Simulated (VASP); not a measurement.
# Sn (Immm) in VASP: further runs, part 2 of 2

VASP 6.6.1. Earlier steps stand in the parts before.

### Step 3. Single point, LDA (28.10 Å³/atom)

This run uses another cell than the first one, of 28.10 Å³/atom.

INCAR

```
PREC = Accurate
ENCUT = 520
EDIFF = 1E-6
ISMEAR = -1
SIGMA = 0.05
LREAL = False
LASPH = True
NELM = 100
ALGO = Normal
ISIF = 2
LWAVE = False
LCHARG = False
GGA = CA
NBANDS = 13
```

KPOINTS

```
Automatic mesh
0
Gamma
  11 11 11
```

POSCAR

```
Sn
1.0
   -1.7149511408      1.7636302181      2.3226479567
    1.7149511408     -1.7636302181      2.3226479567
    1.7149511408      1.7636302181     -2.3226479567
Sn
1
Direct
    0.0000000000      0.0000000000      0.0000000000
```

Potentials or basis: VASP PAW LDA potentials, release 64 (Sn_d).

Launch:

```console
> cat potpaw_LDA.64/Sn_d/POTCAR > POTCAR
> mpirun -np 1 vasp_std > vasp.out
```

Run time: 98 s. Hardware: 1 thread of Intel Xeon 8259CL, shared host; peak memory 0.2 GiB.

Results (log left out):

* Free energy: -4.4172 eV
* Pressure: -4.1 GPa
* Band gap on the k mesh: zero (bands 7 and 8 overlap by 8.86 eV)

Stress tensor (GPa, compression positive):
```
-3.42  0.00  0.00
 0.00 -5.06  0.00
 0.00  0.00 -3.72
```

Levels at points of the mesh, in eV from the Fermi level:
```csv
k point,band 3,band 4,band 5,band 6,band 7,band 8,band 9,band 10,band 11,band 12
"(0.00, 0.00, 0.00)",-21.42,-21.39,-21.35,-10.92,7.07,7.23,7.63,10.76,11.32,11.83
```

Caveat: the cell stands under tension; spin-orbit coupling is left out, which moves the levels of the heavy elements.

### Step 4. Single point, LDA (28.67 Å³/atom)

This run uses another cell than the first one, of 28.67 Å³/atom.

INCAR

```
PREC     = Accurate       # precision mode
ENCUT    = 520            # plane-wave cutoff, eV
EDIFF    = 1E-6           # SCF threshold, eV
ISMEAR   = -1             # smearing method
SIGMA    = 0.05           # smearing width, eV
LREAL    = False          # projectors in reciprocal space
LASPH    = True           # aspherical terms in the spheres
NELM     = 60             # most SCF steps
ALGO     = Normal         # electronic algorithm
ISIF     = 2              # what is computed and relaxed
LWAVE    = False          # write WAVECAR
LCHARG   = False          # write CHGCAR
GGA      = CA             # functional
NBANDS   = 13             # bands
```

KPOINTS is that of step 3.

POSCAR

```
Sn
1.0
   -1.7265390000      1.7755470000      2.3383420000
    1.7265390000     -1.7755470000      2.3383420000
    1.7265390000      1.7755470000     -2.3383420000
Sn
1
Direct
    0.0000000000      0.0000000000      0.0000000000
```

Launch:

```console
> cat potpaw_LDA.64/Sn_d/POTCAR > POTCAR
> mpirun -np 1 vasp_std > vasp.out
```

Wall time 88 s (1 thread of Intel Xeon 8259CL, shared host); peak memory 0.2 GiB.

It converged, with:

| Quantity | Value |
| --- | --- |
| Free energy | -4.4015 eV |
| Pressure | -4.7 GPa |
| Band gap on the k mesh | zero (bands 7 and 8 overlap by 8.65 eV) |

Stress tensor (GPa, compression positive):
```
-4.09  0.00  0.00
 0.00 -5.68  0.00
 0.00  0.00 -4.32
```

Levels at points of the mesh, in eV from the Fermi level:
```csv
k point,band 4,band 5,band 6,band 7,band 8,band 9,band 10,band 11
"(0.00, 0.00, 0.00)",-21.39,-21.35,-10.78,6.91,7.06,7.45,10.73,11.20
```

Caveat: the cell stands under tension; spin-orbit coupling is left out, which moves the levels of the heavy elements.

### Step 5. Single point, LDA (29.25 Å³/atom)

This run uses another cell than the first one, of 29.25 Å³/atom.

INCAR

```
PREC = Accurate
ENCUT = 520
EDIFF = 1E-6
ISMEAR = -1
SIGMA = 0.05
LREAL = False
LASPH = True
NELM = 100
ALGO = Normal
ISIF = 2
LWAVE = False
LCHARG = False
NBANDS = 13
```

KPOINTS

```
regular mesh
0
Gamma
  11 11 11
```

POSCAR

```
Sn
1.0
   -1.7379733663      1.7873059321      2.3538281599
    1.7379733663     -1.7873059321      2.3538281599
    1.7379733663      1.7873059321     -2.3538281599
Sn
1
Direct
    0.0000000000      0.0000000000      0.0000000000
```

Potentials or basis: VASP PAW LDA potentials, release 64 (Sn_d).

Launch:

```console
> cat potpaw_LDA.64/Sn_d/POTCAR > POTCAR
> mpirun -np 1 vasp_std > vasp.out
```

OUTCAR:

```text
PREC = Accurate
   ENCUT = 520
   EDIFF = 1E-6
   ISMEAR = -1
   LREAL = False
   LASPH = True
   NELM = 100
   ISIF = 2

 ion  position               nearest neighbor table
   1  0.000  0.000  0.000-

  LATTYP: Found a body centered orthorhombic cell.
 ALAT       =     3.4759467326
 B/A-ratio  =     1.0283851104
 C/A-ratio  =     1.3543522620

  Lattice vectors:

 A1 = (  -1.7379733663,   1.7873059321,   2.3538281599)
 A2 = (   1.7379733663,  -1.7873059321,   2.3538281599)
[... 564 lines left out ...]

 [... further k-points ...]

------------------------ aborting loop because EDIFF is reached ----------------------------------------

  FORCE on cell =-STRESS in cart. coord.  units (eV):
  Direction    XX          YY          ZZ          XY          YZ          ZX
  --------------------------------------------------------------------------------------
  -------------------------------------------------------------------------------------
  Total       -0.9043626     -1.1798925     -0.9327301     -0.0000000      0.0000000      0.0000000
  in kB      -49.5423275    -64.6362672    -51.0963409     -0.0000000      0.0000000      0.0000000
  external PRESSURE =     -55.0916452 kB  Pullay stress =       0.0000000 kB

 VOLUME and BASIS-vectors are now :
 -----------------------------------------------------------------------------
  energy-cutoff  :      520.00
  volume of cell :       29.25
      direct lattice vectors                 reciprocal lattice vectors
    -1.737973366  1.787305932  2.353828160     0.000000000  0.279750652  0.212419924
     1.737973366 -1.787305932  2.353828160     0.287691405  0.000000000  0.212419924
     1.737973366  1.787305932 -2.353828160     0.287691405  0.279750652  0.000000000

 POSITION                                       TOTAL-FORCE (eV/Angst)
 -----------------------------------------------------------------------------------
      0.00000      0.00000      0.00000         0.000000      0.000000     -0.000000
 -----------------------------------------------------------------------------------
    total drift:                               -0.000000     -0.000000     -0.000000

  FREE ENERGIE OF THE ION-ELECTRON SYSTEM (eV)
  ---------------------------------------------------
  free  energy   TOTEN  =        -4.3832182988 eV

  energy  without entropy=       -4.3799043141  energy(sigma->0) =       -4.38156131
```

OSZICAR:

```text
N       E                     dE             d eps       ncg     rms          rms(c)
DAV:   1     0.807822584313E+02    0.80782E+02   -0.71905E+03  5803   0.156E+03
DAV:   2     0.153917106875E+01   -0.79243E+02   -0.76777E+02  5886   0.336E+02
DAV:   3    -0.426728703414E+01   -0.58065E+01   -0.57865E+01  6691   0.747E+01
DAV:   4    -0.439320220710E+01   -0.12592E+00   -0.12589E+00  6853   0.118E+01
DAV:   5    -0.439755742396E+01   -0.43552E-02   -0.43551E-02  7493   0.214E+00    0.117E+00
DAV:   6    -0.438706377191E+01    0.10494E-01   -0.10382E-02  7277   0.163E+00    0.639E-01
DAV:   7    -0.438342003195E+01    0.36437E-02   -0.62458E-03  7216   0.117E+00    0.852E-02
DAV:   8    -0.438321781131E+01    0.20222E-03   -0.56463E-04  6871   0.415E-01    0.180E-02
DAV:   9    -0.438321835081E+01   -0.53950E-06   -0.10295E-05  7703   0.383E-02    0.115E-02
DAV:  10    -0.438321829884E+01    0.51977E-07   -0.62707E-07  4708   0.894E-03
   1 F= -.43832183E+01 E0= -.43815613E+01  d E =-.331398E-02
```

stdout:

```text
POSCAR found type information on POSCAR Sn
 POSCAR found :  1 types and       1 ions
 scaLAPACK will be used
 LDA part: xc-table for (Slater(with rela. corr.)+CA(PZ))
 , standard interpolation
 POSCAR, INCAR and KPOINTS ok, starting setup
 FFT: planning ... GRIDC
 FFT: planning ... GRID_SOFT
 FFT: planning ... GRID
 WAVECAR not read
 entering main loop
```

Run time: 94 s. Hardware: 1 thread of Intel Xeon 8259CL, shared host; peak memory 0.2 GiB.

Results:

| Property | Result |
| --- | --- |
| Free energy | -4.3832 eV |
| Pressure | -5.5 GPa |
| Band gap on the k mesh | zero (bands 7 and 8 overlap by 8.45 eV) |

Levels at points of the mesh, in eV from the Fermi level:
| k point | band 4 | band 5 | band 6 | band 7 | band 8 | band 9 | band 10 | band 11 |
| --- | --- | --- | --- | --- | --- | --- | --- | --- |
| (0.00, 0.00, 0.00) | -21.39 | -21.35 | -10.65 | 6.76 | 6.91 | 7.28 | 10.69 | 11.08 |

Caveat: the cell stands under tension; spin-orbit coupling is left out, which moves the levels of the heavy elements.

### Step 6. Overview

```csv
cell,gap on the mesh (eV),pressure (GPa)
"a = 3.360 Å, angles 119.1, 117.2, 93.3°, 1 atom",none,-3.1
"a = 3.383 Å, angles 119.1, 117.2, 93.3°, 1 atom",none,-4.1
"a = 3.406 Å, angles 119.1, 117.2, 93.3°, 1 atom",none,-4.7
"a = 3.429 Å, angles 119.1, 117.2, 93.3°, 1 atom",none,-5.5
```

Alike in all rows: task single point; level LDA; potentials or basis VASP PAW LDA potentials, release 64 (Sn_d); no spin polarisation; k mesh 11 × 11 × 11; cutoff (eV) 520; smearing fermi-dirac 0.05 eV.

Caveats: the cell stands under tension; spin-orbit coupling is left out, which moves the levels of the heavy elements.

Absolute energies hang on the potentials; compare differences alone.
